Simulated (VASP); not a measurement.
Wanted: the native input for a VASP 6.6.1 run.

* Task: single point
* Functional: PBE
* Potentials or basis: VASP PAW PBE potentials, release 64 (Li_sv, Mg, Cl)
* Cutoff: 520 eV
* k mesh: 6 × 6 × 6
* Occupations: gaussian, width 0.02 eV
* Spin: no spin polarisation
* Dipole correction: no
* Further INCAR settings: ALGO = Normal; EDIFF = 1e-07; NBANDS = 25

The structure of Li3MgCl3 lies in POSCAR:

```
Li3MgCl3
1.0
    5.0049238835      0.0000000000      0.0000000000
    0.0000000000      5.0049238835      0.0000000000
    0.0000000000      0.0000000000      5.8306722400
Li Mg Cl
3 1 3
Direct
    0.5000000000      0.5000000000      0.5501955712
    0.5000000000      0.0000000000      0.1656267815
    0.0000000000      0.5000000000      0.1656267815
    0.0000000000      0.0000000000      0.8220178732
    0.5000000000      0.5000000000      0.1269878408
    0.0000000000      0.5000000000      0.5847725759
    0.5000000000      0.0000000000      0.5847725759
```

These files were run (other wordings do the same):

INCAR

```
SYSTEM = Li3MgCl3
PREC = Accurate
ENCUT = 520
EDIFF = 1E-7
ISMEAR = 0
SIGMA = 0.02
LREAL = .False.
LASPH = .True.
NELM = 80
ALGO = Normal
ISIF = 2
LWAVE = .False.
LCHARG = .False.
GGA = PE
NBANDS = 25
```

KPOINTS

```
Automatic mesh
0
Gamma
  6 6 6
  0 0 0
```

Potentials or basis: VASP PAW PBE potentials, release 64 (Li_sv, Mg, Cl).

Launch:

```sh
$ cat potpaw_PBE.64/Li_sv/POTCAR potpaw_PBE.64/Mg/POTCAR potpaw_PBE.64/Cl/POTCAR > POTCAR
$ mpirun -np 1 vasp_std > vasp.out
```

It gave:

* Largest force: 0.005 eV/Å
* Band gap on the k mesh: 1.34 eV, indirect (least direct gap 1.74 eV)

Run time: 3.6 min on 1 thread of Oxide Virtual Turin-like Processor, with other jobs on the host, peak memory 0.3 GiB.
